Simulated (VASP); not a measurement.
# SiTe5 (P6/mmm) in VASP: single point with PBE

Aim: the single point of SiTe5 with PBE.

All numbers are computed with VASP 6.6.1; they aren't measurements. Logs are shortened: lines on timing, memory, paths and dates and some standing lists are left out, and cuts for length are marked.

## 1. The cell of the first run

Symmetry: P6/mmm, No. 191, hexagonal system. Conventional cell: a = 6.473 Å, b = 6.473 Å, c = 5.328 Å, α = 90.00°, β = 90.00°, γ = 120.00°. Within 4.9 Å of Si (site symmetry 6/mmm) lie 18 Te at 3.74 to 4.19 Å. Within 4.3 Å of Te (site symmetry -6m2) lie 9 Te at 3.25 to 3.74 Å and 3 Si at 3.74 Å. Te (site symmetry mmm) has 8 Te at 3.24 to 3.25 Å and 4 Si at 4.19 Å within 4.3 Å.

## 2. Single point, PBE

INCAR reads:

```
SYSTEM = SiTe5
ALGO = Normal
EDIFF = 1E-6
ENCUT = 520
GGA = PE
ISIF = 2
ISMEAR = 0
LASPH = .True.
LCHARG = .False.
LREAL = .False.
LWAVE = .False.
NBANDS = 26
NELM = 80
PREC = Accurate
SIGMA = 0.1
```

KPOINTS reads:

```
k-points
0
Gamma
  3 3 4
  0 0 0
```

POSCAR reads:

```
SiTe5
1.0
    6.4729151600      0.0000000000      0.0000000000
   -3.2364575800      5.6057089700      0.0000000000
    0.0000000000      0.0000000000      5.3275533700
Si Te
1 5
Direct
    0.0000000000      0.0000000000      0.0000000000
    0.3333333300      0.6666666700      0.0000000000
    0.6666666700      0.3333333300      0.0000000000
    0.5000000000      0.0000000000      0.5000000000
    0.5000000000      0.5000000000      0.5000000000
    0.0000000000      0.5000000000      0.5000000000
```

Potentials or basis: VASP PAW PBE potentials, release 64 (Si, Te).

Run with:

```console
$ cat potpaw_PBE.64/Si/POTCAR potpaw_PBE.64/Te/POTCAR > POTCAR
$ mpirun -np 1 vasp_std > vasp.out
```

OUTCAR:

```text
SYSTEM = SiTe5
   EDIFF = 1E-6
   ENCUT = 520
   GGA = PE
   ISIF = 2
   ISMEAR = 0
   LASPH = .True.
   LREAL = .False.
   NELM = 80
   PREC = Accurate

 ion  position               nearest neighbor table
   1  0.000  0.000  0.000-
   2  0.333  0.667  0.000-   6 3.25   6 3.25   4 3.25   4 3.25   5 3.25   5 3.25
   3  0.667  0.333  0.000-   6 3.25   6 3.25   4 3.25   4 3.25   5 3.25   5 3.25
   4  0.500  0.000  0.500-   5 3.24   6 3.24   5 3.24   6 3.24   2 3.25   3 3.25   2 3.25   3 3.25

   5  0.500  0.500  0.500-   6 3.24   6 3.24   4 3.24   4 3.24   2 3.25   3 3.25   2 3.25   3 3.25

   6  0.000  0.500  0.500-   5 3.24   5 3.24   4 3.24   4 3.24   2 3.25   3 3.25   2 3.25   3 3.25

  LATTYP: Found a hexagonal cell.
 ALAT       =     6.4729151600
 C/A-ratio  =     0.8230531744

  Lattice vectors:

 A1 = (   6.4729151600,   0.0000000000,   0.0000000000)
 A2 = (  -3.2364575800,   5.6057089700,   0.0000000000)
 A3 = (   0.0000000000,   0.0000000000,   5.3275533700)

Analysis of symmetry for initial positions (statically):
=====================================================================
 Subroutine PRICEL returns:
 Original cell was already a primitive cell.

 Routine SETGRP: Setting up the symmetry group for a
 hexagonal supercell.

 Subroutine GETGRP returns: Found 24 space group operations
 (whereof 24 operations were pure point group operations)
 out of a pool of 24 trial point group operations.

The static configuration has the point symmetry D_6h.

Analysis of symmetry for dynamics (positions and initial velocities):
=====================================================================
 Subroutine PRICEL returns:
 Original cell was already a primitive cell.

 Routine SETGRP: Setting up the symmetry group for a
 hexagonal supercell.

 Subroutine GETGRP returns: Found 24 space group operations
 (whereof 24 operations were pure point group operations)
 out of a pool of 24 trial point group operations.

The dynamic configuration has the point symmetry D_6h.

 Subroutine INISYM returns: Found 24 space group operations
 (whereof 24 operations are pure point group operations),
 and found     1 'primitive' translations

----------------------------------------------------------------------------------------

                                     Primitive cell

  volume of cell :     193.3118

  direct lattice vectors                    reciprocal lattice vectors
     6.472915160  0.000000000  0.000000000     0.154489898  0.089194784  0.000000000
    -3.236457580  5.605708970  0.000000000     0.000000000  0.178389568  0.000000000
     0.000000000  0.000000000  5.327553370     0.000000000  0.000000000  0.187703422

  length of vectors
     6.472915160  6.472915164  5.327553370     0.178389568  0.178389568  0.187703422

  position of ions in fractional coordinates (direct lattice)
     0.000000000  0.000000000  0.000000000
     0.333333330  0.666666670  0.000000000
     0.666666670  0.333333330  0.000000000
     0.500000000  0.000000000  0.500000000
     0.500000000  0.500000000  0.500000000
     0.000000000  0.500000000  0.500000000

  ion indices of the primitive-cell ions
   primitive index   ion index
                 1           1
                 2           2
                 3           3
                 4           4
                 5           5
                 6           6

----------------------------------------------------------------------------------------

 KPOINTS: k-points

Automatic generation of k-mesh.
 Grid dimensions read from file:
 generate k-points for:    3    3    4

 Generating k-lattice:

  Cartesian coordinates                     Fractional coordinates (reciprocal lattice)
     0.051496633  0.029731595  0.000000000     0.333333333  0.000000000  0.000000000
     0.000000000  0.059463189  0.000000000     0.000000000  0.333333333  0.000000000
     0.000000000  0.000000000  0.046925856     0.000000000  0.000000000  0.250000000

  Length of vectors
     0.059463189  0.059463189  0.046925856

  Shift w.r.t. Gamma in fractional coordinates (k-lattice)
     0.000000000  0.000000000  0.000000000

 Subroutine IBZKPT returns following result:
 ===========================================

 Found      9 irreducible k-points:

 Following reciprocal coordinates:
            Coordinates               Weight
  0.000000  0.000000  0.000000      1.000000
  0.333333  0.000000  0.000000      6.000000
  0.333333  0.333333  0.000000      2.000000
  0.000000  0.000000  0.250000      2.000000
  0.333333  0.000000  0.250000     12.000000
  0.333333  0.333333  0.250000      4.000000
  0.000000  0.000000  0.500000      1.000000
  0.333333  0.000000  0.500000      6.000000
  0.333333  0.333333  0.500000      2.000000
   k-points           NKPTS =      9   k-points in BZ     NKDIM =      9   number of bands    NBANDS=     26
   number of dos      NEDOS =    301   number of ions     NIONS =      6
   total plane-waves  NPLWV =  92160
   dimension x,y,z NGX =    48 NGY =   48 NGZ =   40
   dimension x,y,z NGXF=    96 NGYF=   96 NGZF=   80
   ions per type =               1   5
   NGX,Y,Z   is equivalent  to a cutoff of  12.33, 12.33, 12.48 a.u.
   NGXF,Y,Z  is equivalent  to a cutoff of  24.66, 24.66, 24.96 a.u.
 SYSTEM =  SiTe5
   PREC   = accura    normal or accurate (medium, high low for compatibility)
   ISTART =      0    job   : 0-new  1-cont  2-samecut
   ICHARG =      2    charge: 1-file 2-atom 10-const
   ISPIN  =      1    spin polarized calculation?
   LNONCOLLINEAR =      F non collinear calculations
   LSORBIT =      F    spin-orbit coupling
   LASPH  =      T    aspherical Exc in radial PAW
   ENCUT  =  520.0 eV  38.22 Ry    6.18 a.u.  12.04 12.04  9.91*2*pi/ulx,y,z
   NELM   =     80;   NELMIN=  2; NELMDL= -5     # of ELM steps
   EDIFF  = 0.1E-05   stopping-criterion for ELM
   LREAL  =      F    real-space projection
   EDIFFG = 0.1E-04   stopping-criterion for IOM
   NSW    =      0    number of steps for IOM
   IBRION =     -1    ionic relax: 0-MD 1-quasi-New 2-CG
   NFREE  =      0    steps in history (QN), initial steepest desc. (CG)
   ISIF   =      2    stress and relaxation
   ISYM   =      2    0-nonsym 1-usesym 2-fastsym
   POTIM  = 0.5000    time-step for ionic-motion
   TEBEG  =    0.0;   TEEND  =   0.0 temperature during run
   PSTRESS=    0.0 pullay stress
   NELECT =      34.0000    total number of electrons
   NUPDOWN=      -1.0000    fix difference up-down
   EMIN   =  10.00;   EMAX   =-10.00  energy-range for DOS
   EFERMI =   0.00;   METHOD = LEGACY
   ISMEAR =     0;   SIGMA  =   0.10  broadening in eV -4-tet -1-fermi 0-gaus
   EFERMI_NEDOS =   21; number of points for ismear=-14 and -15
   IALGO  =     38    algorithm
   IMIX   =      4    mixing-type and parameters
     AMIX     =   0.40;   BMIX     =  1.00
     AMIX_MAG =   1.60;   BMIX_MAG =  1.00
  volume/ion in A,a.u.               =      32.22       217.42
  Fermi-wavevector in a.u.,A,eV,Ry     =   0.917237  1.733327 11.446912  0.841324
  Thomas-Fermi vector in A             =   2.042183
   LORBIT       =      0    0 simple, 1 ext, 2 COOP (PROOUT), +10 PAW based schemes
   GGA     = PE    functional components
   LHFCALC =     F    Hartree Fock is set to
   AEXX    =    0.0000 exact exchange contribution
   IVDW    =     0    specifies the selected vdW correction
   LEPSILON=     F    determine dielectric tensor
   LRPA    =     F    only Hartree local field effects (RPA)
 non-spin polarized calculation
 Gauss-broadening in eV      SIGMA  =   0.10
  energy-cutoff  :      520.00
  volume of cell :      193.31
 maximum number of plane-waves:      5238
   NGX = 25   NGY = 25   NGZ = 19

 number of electron      33.9999998 magnetization

 Free energy of the ion-electron system (eV)
  ---------------------------------------------------
  ext. energy  EPLUGINS =         0.00000000
  ---------------------------------------------------
  free energy    TOTEN  =       -16.41192583 eV

  energy without entropy =      -16.38410451  energy(sigma->0) =      -16.39801517

 E-fermi :   5.8782     XC(G=0):  -9.1608

 val. band max:        5.8244333462   @ k =   0.3333   0.3333   0.2500
 cond. band min:       5.9175550350   @ k =   0.3333   0.3333   0.5000
 fundamental gap:      0.0931216888
 Fermi energy:         5.8782028232

 k-point     1 :       0.0000    0.0000    0.0000
  band No.  band energies     occupation
      1      -7.8732      2.00000
      2      -5.0988      2.00000
      3      -4.5727      2.00000
      4      -4.5727      2.00000
      5      -4.2442      2.00000
      6      -0.9441      2.00000
[... 18 lines left out ...]
     25       9.5846      0.00000
     26      10.0579      0.00000

 k-point     2 :       0.3333    0.0000    0.0000
  band No.  band energies     occupation
      1      -7.5297      2.00000
      2      -6.2296      2.00000
      3      -4.6346      2.00000
      4      -4.0948      2.00000
      5      -3.9958      2.00000
      6      -1.2533      2.00000
[... 18 lines left out ...]
     25      10.5895      0.00000
     26      10.9409      0.00000

 k-point     3 :       0.3333    0.3333    0.0000
  band No.  band energies     occupation
      1      -6.9752      2.00000
      2      -6.9752      2.00000
      3      -4.7289      2.00000
      4      -3.9493      2.00000
      5      -3.9493      2.00000
      6      -1.2639      2.00000
[... 18 lines left out ...]
     25      11.3529      0.00000
     26      11.7707      0.00000

 k-point     4 :       0.0000    0.0000    0.2500
  band No.  band energies     occupation
      1      -7.5921      2.00000
      2      -5.1602      2.00000
      3      -4.9576      2.00000
      4      -4.5011      2.00000
      5      -4.5011      2.00000
      6      -0.9115      2.00000
[... 18 lines left out ...]
     25      10.2183      0.00000
     26      11.3174      0.00000

 k-point     5 :       0.3333    0.0000    0.2500
  band No.  band energies     occupation
      1      -7.2488      2.00000
      2      -5.9682      2.00000
      3      -4.9335      2.00000
      4      -4.5599      2.00000
      5      -4.3803      2.00000
      6      -1.2254      2.00000
[... 18 lines left out ...]
     25      10.5986      0.00000
     26      11.6503      0.00000

 k-point     6 :       0.3333    0.3333    0.2500
  band No.  band energies     occupation
      1      -6.6974      2.00000
      2      -6.6974      2.00000
      3      -4.6425      2.00000
      4      -4.6282      2.00000
      5      -4.6282      2.00000
      6      -1.3063      2.00000
[... 18 lines left out ...]
     25      11.0668      0.00000
     26      11.0676      0.00000

 k-point     7 :       0.0000    0.0000    0.5000
  band No.  band energies     occupation
      1      -7.0553      2.00000
      2      -6.1424      2.00000
      3      -4.7916      2.00000
      4      -4.4244      2.00000
      5      -4.4244      2.00000
      6      -0.9978      2.00000
[... 18 lines left out ...]
     25      11.3582      0.00000
     26      11.8187      0.00000

 k-point     8 :       0.3333    0.0000    0.5000
  band No.  band energies     occupation
      1      -6.6964      2.00000
      2      -5.8951      2.00000
      3      -5.3499      2.00000
      4      -5.1375      2.00000
      5      -4.4797      2.00000
      6      -1.1475      2.00000
[... 18 lines left out ...]
     25      11.1045      0.00000
     26      11.2964      0.00000

 k-point     9 :       0.3333    0.3333    0.5000
  band No.  band energies     occupation
      1      -6.1151      2.00000
      2      -6.1151      2.00000
      3      -5.5363      2.00000
      4      -5.5363      2.00000
      5      -4.5478      2.00000
      6      -1.3755      2.00000
[... 18 lines left out ...]
     25      10.8576      0.00000
     26      10.9999      0.00000

------------------------ aborting loop because EDIFF is reached ----------------------------------------

  FORCE on cell =-STRESS in cart. coord.  units (eV):
  Direction    XX          YY          ZZ          XY          YZ          ZX
  --------------------------------------------------------------------------------------
  -------------------------------------------------------------------------------------
  Total        0.0923765      0.0923765     -3.2268127      0.0000000      0.0000000      0.0000000
  in kB        0.7656213      0.7656213    -26.7439816      0.0000000      0.0000000      0.0000000
  external PRESSURE =      -8.4042463 kB  Pullay stress =       0.0000000 kB

 VOLUME and BASIS-vectors are now :
 -----------------------------------------------------------------------------
  energy-cutoff  :      520.00
  volume of cell :      193.31
      direct lattice vectors                 reciprocal lattice vectors
     6.472915160  0.000000000  0.000000000     0.154489898  0.089194784  0.000000000
    -3.236457580  5.605708970  0.000000000     0.000000000  0.178389568  0.000000000
     0.000000000  0.000000000  5.327553370     0.000000000  0.000000000  0.187703422

 POSITION                                       TOTAL-FORCE (eV/Angst)
 -----------------------------------------------------------------------------------
      0.00000      0.00000      0.00000        -0.000000      0.000000      0.000000
     -0.00000      3.73714      0.00000         0.000000     -0.000000      0.000000
      3.23646      1.86857      0.00000        -0.000000      0.000000     -0.000000
      3.23646      0.00000      2.66378        -0.000000      0.000000      0.000000
      1.61823      2.80285      2.66378        -0.000000      0.000000      0.000000
     -1.61823      2.80285      2.66378        -0.000000      0.000000      0.000000
 -----------------------------------------------------------------------------------
    total drift:                               -0.000000     -0.000000     -0.000000

  FREE ENERGIE OF THE ION-ELECTRON SYSTEM (eV)
  ---------------------------------------------------
  free  energy   TOTEN  =       -16.4119258318 eV

  energy  without entropy=      -16.3841045113  energy(sigma->0) =      -16.39801517
```

Wall time 34 s (1 thread of AMD EPYC 9R45 (Zen 5), shared host); peak memory 0.26 GiB.

Results:

* Free energy: -16.4119 eV
* Pressure: -0.8 GPa
* Band gap on the k mesh: zero (band 17 reaches 6.81 eV, above the bottom of band 18 at 5.23 eV)

Caveat: the k points lie up to 0.37 Å⁻¹ apart; spin-orbit coupling is left out, which moves the levels of the heavy elements.
